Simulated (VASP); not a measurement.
# BN (P1) in VASP: single point with PBEsol

Aim: the single point of BN with PBEsol.

All numbers are computed with VASP 6.6.1; they aren't measurements. Logs are shortened: lines on timing, memory, paths and dates and some standing lists are left out, and cuts for length are marked.

## Step 1: The cell of the first run

The typed cell holds 32 atoms: a = 5.088 Å, b = 5.088 Å, c = 8.416 Å, α = 90.00°, β = 90.00°, γ = 120.00°.

## Step 2: Single point, PBEsol

File INCAR:

```
PREC     = Accurate       # precision mode
ENCUT    = 520            # plane-wave cutoff, eV
EDIFF    = 1E-6           # SCF threshold, eV
ISMEAR   = -1             # smearing method
SIGMA    = 0.146          # smearing width, eV
LREAL    = Auto         
LASPH    = T              # aspherical terms in the spheres
NELM     = 60             # most SCF steps
ALGO     = Normal         # electronic algorithm
ISIF     = 2              # what is computed and relaxed
LWAVE    = F              # write WAVECAR
LCHARG   = T              # write CHGCAR
GGA      = PS             # functional
LELF     = T              # ELF
LVHAR    = T            
NBANDS   = 86             # bands
```

File KPOINTS:

```
Automatic mesh
0
Gamma
  6 6 2
```

File POSCAR:

```
BN
1.0
    5.0878986338      0.0000000000      0.0000000000
   -2.5439493169      4.4062494687      0.0000000000
    0.0000000000      0.0000000000      8.4156335720
B N
16 16
Direct
    0.3163760998      0.1464170389      0.0051292632
    0.1670583370      0.3316292031      0.2374070809
    0.3229282081      0.1610476223      0.4956442036
    0.1686908312      0.3399882396      0.7438185071
    0.3457502396      0.6765288759      0.0078696392
    0.1604172522      0.8330098026      0.2420995380
    0.3798679755      0.6573447601      0.5020605952
    0.1715266522      0.8248985959      0.7571332503
    0.8188939524      0.1461776063     -0.0045449935
    0.6499938367      0.3346244942      0.2624529670
    0.8480802257      0.1853437954      0.4991655072
    0.6654446270      0.3627901714      0.7572046650
    0.7973453069      0.6276340048     -0.0003877308
    0.6584357768      0.8424509385      0.2477941776
    0.8519650773      0.6733066344      0.4999187481
    0.6730518255      0.8633809835      0.7546235165
    0.3284297049      0.1562153947      0.1834022343
    0.1758711675      0.3442465096      0.4257164917
    0.3320694879      0.1686597650      0.6909019921
    0.1809954973      0.3298991603      0.9396888460
    0.3380949400      0.6641239950      0.1850508327
    0.1658458215      0.8309515896      0.4203096499
    0.3611158190      0.6770247625      0.6875798418
    0.1425022162      0.8153133465      0.9484456437
    0.8142752386      0.1751469147      0.1930343076
    0.6483411925      0.3298097419      0.4402354224
    0.8172773670      0.1711757370      0.6837228535
    0.6769187307      0.3194308470      0.9334131450
    0.8194922766      0.6473920781      0.1929246308
    0.7011436205      0.8478178611      0.4420244736
    0.8299381483      0.6838434867      0.6964702004
    0.6709097974      0.8338762991      0.9310053644
```

Potentials or basis: VASP PAW PBE potentials, release 64 (B, N).

On the command line:

```console
$ cat potpaw_PBE.64/B/POTCAR potpaw_PBE.64/N/POTCAR > POTCAR
$ mpirun -np 1 vasp_std > vasp.out
```

OUTCAR:

```text
PREC = Accurate
   ENCUT = 520
   EDIFF = 1E-6
   ISMEAR = -1
   LREAL = Auto
   LASPH = T
   NELM = 60
   ISIF = 2
   GGA = PS

 ion  position               nearest neighbor table
   1  0.316  0.146  0.005-  17 1.50  20 1.51  24 1.54  28 1.70
   2  0.167  0.332  0.237-  21 1.53  17 1.55  18 1.59  25 1.60
   3  0.323  0.161  0.496-  26 1.51  18 1.57  22 1.59  19 1.64
   4  0.169  0.340  0.744-  19 1.54  23 1.56  27 1.63  20 1.65
   5  0.346  0.677  0.008-  21 1.49  32 1.57  24 1.60  20 1.63
   6  0.160  0.833  0.242-  22 1.50  17 1.51  29 1.56  21 1.60
[... 24 lines left out ...]
  31  0.830  0.684  0.696-  12 1.50  16 1.56   8 1.60  15 1.66
  32  0.671  0.834  0.931-   9 1.48  16 1.49   5 1.57  13 1.59

  LATTYP: Found a hexagonal cell.
 ALAT       =     5.0878986338
 C/A-ratio  =     1.6540489852

  Lattice vectors:

 A1 = (   5.0878986338,   0.0000000000,   0.0000000000)
 A2 = (  -2.5439493169,   4.4062494687,   0.0000000000)
 A3 = (   0.0000000000,   0.0000000000,   8.4156335720)

Analysis of symmetry for initial positions (statically):
=====================================================================
 Subroutine PRICEL returns:
 Original cell was already a primitive cell.

 Routine SETGRP: Setting up the symmetry group for a
 hexagonal supercell.

 Subroutine GETGRP returns: Found  1 space group operations
 (whereof  1 operations were pure point group operations)
 out of a pool of 24 trial point group operations.

The static configuration has the point symmetry C_1 .

Analysis of symmetry for dynamics (positions and initial velocities):
=====================================================================
 Subroutine PRICEL returns:
 Original cell was already a primitive cell.

 Routine SETGRP: Setting up the symmetry group for a
 hexagonal supercell.

 Subroutine GETGRP returns: Found  1 space group operations
 (whereof  1 operations were pure point group operations)
 out of a pool of 24 trial point group operations.

The dynamic configuration has the point symmetry C_1 .

 Subroutine INISYM returns: Found  1 space group operations
 (whereof  1 operations are pure point group operations),
 and found     1 'primitive' translations

----------------------------------------------------------------------------------------

                                     Primitive cell

  volume of cell :     188.6663

  direct lattice vectors                    reciprocal lattice vectors
     5.087898634  0.000000000  0.000000000     0.196544796  0.113475191  0.000000000
    -2.543949317  4.406249469  0.000000000     0.000000000  0.226950382  0.000000000
     0.000000000  0.000000000  8.415633572     0.000000000  0.000000000  0.118826466

  length of vectors
     5.087898634  5.087898634  8.415633572     0.226950382  0.226950382  0.118826466

  position of ions in fractional coordinates (direct lattice)
     0.316376100  0.146417039  0.005129263
     0.167058337  0.331629203  0.237407081
     0.322928208  0.161047622  0.495644204
     0.168690831  0.339988240  0.743818507
     0.345750240  0.676528876  0.007869639
     0.160417252  0.833009803  0.242099538
[... 24 lines left out ...]
     0.829938148  0.683843487  0.696470200
     0.670909797  0.833876299  0.931005364

  ion indices of the primitive-cell ions
   primitive index   ion index
                 1           1
                 2           2
                 3           3
                 4           4
                 5           5
                 6           6
[... 24 lines left out ...]
                31          31
                32          32

----------------------------------------------------------------------------------------

 KPOINTS: Automatic mesh

Automatic generation of k-mesh.
 Grid dimensions read from file:
 generate k-points for:    6    6    2

 Generating k-lattice:

  Cartesian coordinates                     Fractional coordinates (reciprocal lattice)
     0.032757466  0.018912532  0.000000000     0.166666667 -0.000000000  0.000000000
     0.000000000  0.037825064  0.000000000     0.000000000  0.166666667  0.000000000
     0.000000000  0.000000000  0.059413233     0.000000000  0.000000000  0.500000000

  Length of vectors
     0.037825064  0.037825064  0.059413233

  Shift w.r.t. Gamma in fractional coordinates (k-lattice)
     0.000000000  0.000000000  0.000000000

 Subroutine IBZKPT returns following result:
 ===========================================

 Found     40 irreducible k-points:

 Following reciprocal coordinates:
            Coordinates               Weight
  0.000000  0.000000  0.000000      1.000000
  0.166667 -0.000000  0.000000      2.000000
  0.000000  0.166667  0.000000      2.000000
 -0.166667  0.166667  0.000000      2.000000
  0.333333 -0.000000  0.000000      2.000000
  0.000000  0.333333  0.000000      2.000000
[... 16 lines left out ...]
  0.000000  0.166667  0.500000      2.000000
 -0.166667  0.166667  0.500000      2.000000
 [... further k-points ...]
   k-points           NKPTS =     40   k-points in BZ     NKDIM =     40   number of bands    NBANDS=     86
   number of dos      NEDOS =    301   number of ions     NIONS =     32
   total plane-waves  NPLWV = 102400
   dimension x,y,z NGX =    40 NGY =   40 NGZ =   64
   dimension x,y,z NGXF=    80 NGYF=   80 NGZF=  128
   ions per type =              16  16
   NGX,Y,Z   is equivalent  to a cutoff of  13.07, 13.07, 12.64 a.u.
   NGXF,Y,Z  is equivalent  to a cutoff of  26.14, 26.14, 25.29 a.u.
 SYSTEM =  unknown system
   PREC   = accura    normal or accurate (medium, high low for compatibility)
   ISTART =      0    job   : 0-new  1-cont  2-samecut
   ICHARG =      2    charge: 1-file 2-atom 10-const
   ISPIN  =      1    spin polarized calculation?
   LNONCOLLINEAR =      F non collinear calculations
   LSORBIT =      F    spin-orbit coupling
   LASPH  =      T    aspherical Exc in radial PAW
   ENCUT  =  520.0 eV  38.22 Ry    6.18 a.u.   9.46  9.46 15.65*2*pi/ulx,y,z
   NELM   =     60;   NELMIN=  2; NELMDL= -5     # of ELM steps
   EDIFF  = 0.1E-05   stopping-criterion for ELM
   LREAL  =      T    real-space projection
   EDIFFG = 0.1E-04   stopping-criterion for IOM
   NSW    =      0    number of steps for IOM
[... 5 lines left out ...]
   TEBEG  =    0.0;   TEEND  =   0.0 temperature during run
   PSTRESS=    0.0 pullay stress
   NELECT =     128.0000    total number of electrons
   NUPDOWN=      -1.0000    fix difference up-down
   EMIN   =  10.00;   EMAX   =-10.00  energy-range for DOS
   EFERMI =   0.00;   METHOD = LEGACY
   ISMEAR =    -1;   SIGMA  =   0.15  broadening in eV -4-tet -1-fermi 0-gaus
   EFERMI_NEDOS =   21; number of points for ismear=-14 and -15
   IALGO  =     38    algorithm
   IMIX   =      4    mixing-type and parameters
     AMIX     =   0.40;   BMIX     =  1.00
     AMIX_MAG =   1.60;   BMIX_MAG =  1.00
  volume/ion in A,a.u.               =       5.90        39.79
  Fermi-wavevector in a.u.,A,eV,Ry     =   1.438512  2.718393 28.154749  2.069316
  Thomas-Fermi vector in A             =   2.557470
   LORBIT       =      0    0 simple, 1 ext, 2 COOP (PROOUT), +10 PAW based schemes
   GGA     = PS    functional components
   LHFCALC =     F    Hartree Fock is set to
   AEXX    =    0.0000 exact exchange contribution
   IVDW    =     0    specifies the selected vdW correction
   LEPSILON=     F    determine dielectric tensor
   LRPA    =     F    only Hartree local field effects (RPA)
 non-spin polarized calculation
  energy-cutoff  :      520.00
  volume of cell :      188.67
 maximum number of plane-waves:      5120
 NGX is ok and might be reduce to    40
   NGX = 19   NGY = 19   NGZ = 31

 number of electron     128.0000008 magnetization

 Free energy of the ion-electron system (eV)
  ---------------------------------------------------
  ext. energy  EPLUGINS =         0.00000000
  ---------------------------------------------------
  free energy    TOTEN  =      -288.33504883 eV

  energy without entropy =     -288.33504866  energy(sigma->0) =     -288.33504874

 E-fermi :  10.0787     XC(G=0): -13.0213

 val. band max:        7.9393518822   @ k =   0.0000   0.0000   0.0000
 cond. band min:      12.2272801296   @ k =   0.3333   0.3333   0.0000
 fundamental gap:      4.2879282474
 Fermi energy:        10.0787462416

 k-point     1 :       0.0000    0.0000    0.0000
  band No.  band energies     occupation
      1     -12.9934      2.00000
      2     -11.6098      2.00000
      3     -11.4368      2.00000
      4      -9.1626      2.00000
      5      -9.0704      2.00000
      6      -8.6175      2.00000
[... 68 lines left out ...]
     75      14.9517      0.00000
     76      15.2730      0.00000

 k-point     2 :       0.1667   -0.0000    0.0000
  band No.  band energies     occupation
      1     -12.8456      2.00000
      2     -11.4773      2.00000
      3     -11.2996      2.00000
      4      -9.5897      2.00000
      5      -9.2630      2.00000
      6      -8.8189      2.00000
[... 68 lines left out ...]
     75      15.0967      0.00000
     76      15.2200      0.00000

 k-point     3 :       0.0000    0.1667    0.0000
  band No.  band energies     occupation
      1     -12.8436      2.00000
      2     -11.4712      2.00000
      3     -11.2964      2.00000
      4      -9.6693      2.00000
      5      -9.1535      2.00000
      6      -8.9875      2.00000
[... 1648 lines left out ...]
     75      15.0484      0.00000
     76      15.1520      0.00000

 k-point    24 :      -0.1667    0.1667    0.5000
  band No.  band energies     occupation
      1     -12.5758      2.00000
      2     -12.3495      2.00000
      3      -9.9270      2.00000
      4      -9.7918      2.00000
      5      -9.5018      2.00000
      6      -9.2011      2.00000
[... 68 lines left out ...]
     75      15.0013      0.00000
     76      15.1547      0.00000

 [... further k-points ...]

 [bands above 76 left out]

------------------------ aborting loop because EDIFF is reached ----------------------------------------

  FORCE on cell =-STRESS in cart. coord.  units (eV):
  Direction    XX          YY          ZZ          XY          YZ          ZX
  --------------------------------------------------------------------------------------
  -------------------------------------------------------------------------------------
  Total        2.4180309      4.0244588      5.3848920     -1.5073549     -1.0773829      1.1490090
  in kB       20.5342136     34.1761955     45.7291609    -12.8006421     -9.1492675      9.7575249
  external PRESSURE =      33.4798567 kB  Pullay stress =       0.0000000 kB

 VOLUME and BASIS-vectors are now :
 -----------------------------------------------------------------------------
  energy-cutoff  :      520.00
  volume of cell :      188.67
      direct lattice vectors                 reciprocal lattice vectors
     5.087898634  0.000000000  0.000000000     0.196544796  0.113475191  0.000000000
    -2.543949317  4.406249469  0.000000000     0.000000000  0.226950382  0.000000000
     0.000000000  0.000000000  8.415633572     0.000000000  0.000000000  0.118826466

 POSITION                                       TOTAL-FORCE (eV/Angst)
 -----------------------------------------------------------------------------------
      1.23721      0.64515      0.04317         0.766197      0.669173     -1.661281
      0.00633      1.46124      1.99793        -1.187238     -0.115845      1.744083
      1.23333      0.70962      4.17116         0.549065     -0.702305      0.458432
     -0.00663      1.49807      6.25970         0.467503     -0.787466      1.766301
      0.03809      2.98095      0.06623        -1.299677     -2.009437     -2.325967
     -1.30295      3.67045      2.03742         0.156538     -1.560187      0.892318
[... 24 lines left out ...]
      2.48298      3.01318      5.86124         2.957853     -0.091425     -1.807730
      1.29218      3.67427      7.83500        -1.192565     -1.175907      2.782230
 -----------------------------------------------------------------------------------
    total drift:                               -0.005780     -0.004054     -0.003161

  FREE ENERGIE OF THE ION-ELECTRON SYSTEM (eV)
  ---------------------------------------------------
  free  energy   TOTEN  =      -288.3350488255 eV

  energy  without entropy=     -288.3350486583  energy(sigma->0) =     -288.33504874
```

Run time: 24 min. Hardware: 1 thread of Intel Xeon Platinum 8259CL at 2.50GHz (Skylake/Cascade Lake), shared host; peak memory 0.55 GiB.

Results:

- Free energy: -288.3350 eV
- Pressure: 3.3 GPa
- Largest force: 4.533 eV/Å
- Band gap on the k mesh: 4.29 eV (least direct gap 5.02 eV)

Forces on the atoms (eV/Å):
```
B    0.766  0.669 -1.661
B   -1.187 -0.116  1.744
B    0.549 -0.702  0.458
B    0.468 -0.787  1.766
B   -1.300 -2.009 -2.326
B    0.157 -1.560  0.892
B   -3.636  1.808 -0.978
B   -1.510  1.358 -0.591
B    1.795  2.756  1.592
B    0.950 -0.491 -1.989
B   -1.048 -1.156 -0.074
B    0.996 -2.824 -2.191
B    2.125  2.869  1.367
B    2.344 -0.521  1.399
B   -0.561 -0.221  0.183
B    1.546 -1.992 -1.411
N   -1.337  0.852  0.673
N    0.415 -0.498  2.349
N   -0.629 -0.480 -0.856
N   -2.175  0.375 -0.384
N   -0.820  0.507  0.348
N    1.370  0.364  4.306
N   -3.478 -1.569 -0.373
N    2.461  0.319 -1.807
N    2.897 -1.608 -1.782
N    2.346  0.833  0.595
N    2.102  3.535  0.551
N   -3.380 -0.464  0.878
N   -1.530  2.438 -2.195
N   -2.460 -0.417 -1.460
N    2.958 -0.091 -1.808
N   -1.193 -1.176  2.782
```

Levels at points of the mesh, in eV from the valence-band top:
```
           k point  band 62  band 63  band 64  band 65  band 66  band 67
(0.00, 0.00, 0.00)    -0.57    -0.42     0.00     5.02     5.36     5.48
(0.50, 0.00, 0.00)    -1.84    -1.50    -1.02     5.17     5.51     6.33
(0.00, 0.50, 0.00)    -1.85    -1.21    -1.09     5.07     5.66     6.25
(0.50, 0.50, 0.00)    -1.77    -1.62    -1.37     5.07     5.48     6.27
(0.00, 0.00, 0.50)    -0.94    -0.41    -0.22     5.13     5.45     5.60
(0.50, 0.00, 0.50)    -1.83    -1.76    -1.29     5.78     6.01     6.19
(0.00, 0.50, 0.50)    -1.80    -1.53    -1.35     5.77     6.11     6.25
(0.50, 0.50, 0.50)    -1.93    -1.88    -1.74     5.84     6.19     6.19
```

Caveat: the cell stands under pressure; the PAW data sets were made with another functional, which shifts forces and pressure a little. A k mesh can miss the band edges.
